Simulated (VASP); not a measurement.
Wanted: the native input for a VASP 6.6.1 run.

```
Task                   : single point
Functional             : LDA
Potentials or basis    : VASP PAW LDA potentials, release 64 (Co_sv, Mo_sv)
Cutoff                 : 690 eV
k mesh                 : 14 × 14 × 8
Occupations            : fermi-dirac, width 0.05 eV
Spin                   : no spin polarisation
Dipole correction      : no
Further INCAR settings : ALGO = Normal; EDIFF = 1e-06; NBANDS = 22
```

The structure of CoMo lies in POSCAR:

```
CoMo
1.0
    2.6492423353      0.0000000000      0.0000000000
   -1.3246211676      2.2943111632      0.0000000000
    0.0000000000      0.0000000000      4.1126955191
Co Mo
1 1
Direct
    0.6666666667      0.3333333333      0.5000000000
    0.3333333333      0.6666666667      0.0000000000
```

One way to write it, as run:

INCAR

```
PREC = Accurate
ENCUT = 690
EDIFF = 1E-6
ISMEAR = -1
SIGMA = 0.05
LREAL = F
LASPH = T
NELM = 120
ALGO = Normal
ISIF = 2
LWAVE = F
LCHARG = F
GGA = CA
NBANDS = 22
GGA_COMPAT = F
```

KPOINTS

```
Automatic mesh
0
Gamma
  14 14 8
```

Potentials or basis: VASP PAW LDA potentials, release 64 (Co_sv, Mo_sv).

Run with:

```bash
$ cat potpaw_LDA.64/Co_sv/POTCAR potpaw_LDA.64/Mo_sv/POTCAR > POTCAR
$ mpirun -np 1 vasp_std > vasp.out
```

Results of the run:

```yaml
Pressure: 0.0 GPa
Band_gap_on_the_k_mesh: zero (an odd number of electrons rules out a gap without spin polarisation)
```

Caveat: the run has no spin polarisation, though such a crystal can be magnetic.

Run time: 34 s on 1 thread of Intel(R) Xeon(R) 6975P-C (Granite Rapids), on a shared host, peak memory 0.21 GiB.
